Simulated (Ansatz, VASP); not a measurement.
**Two plane-wave programs on BN**

```xyz
4
Lattice="2.5539 0.0000 0.0000 -1.2770 2.2118 0.0000 0.0000 0.0000 4.2269" Properties=species:S:1:pos:R:3 pbc="T T T"
B     1.2770    0.7373    4.2257
B     0.0000    1.4745    2.1123
N     1.2770    0.7373    2.6430
N     0.0000    1.4745    0.5295
```

Alike in both runs: task electric field gradients; functional PBE; k mesh 12 × 12 × 7; occupations fermi-dirac, width 0.02 eV; no spin polarisation.

|  | VASP | Ansatz |
| --- | --- | --- |
| version | VASP 6.6.1 | Ansatz 0.2.0 |
| potentials or method | VASP PAW PBE potentials, release 64 (B, N) | plane-wave PAW, scalar-relativistic |
| plane-wave cutoff (eV) | 520 | 420 |
| valence electrons in the cell | 16 | 16 |

Ansatz gave:

| Quantity | Value |
| --- | --- |
| gap on the k mesh at the Fermi level (eV) | 5.21 |
| pressure (GPa) | 0.0 |
| traceless stress, the component that is largest in VASP (GPa) | -0.48 |
| rms of the force components (eV/Å) | 0.010 |
| size of Vzz on the site where it differs most (V/Å²) | 0.7 |

Question: Estimate VASP's values.

Answer: gap on the k mesh at the Fermi level (eV): 5.20; pressure (GPa): 0.2; traceless stress, the component that is largest in VASP (GPa): -0.52; rms of the force components (eV/Å): 0.008; size of Vzz on the site where it differs most (V/Å²): 0.9.

Atom by atom the forces differ by 0.001 eV/Å (rms over components).
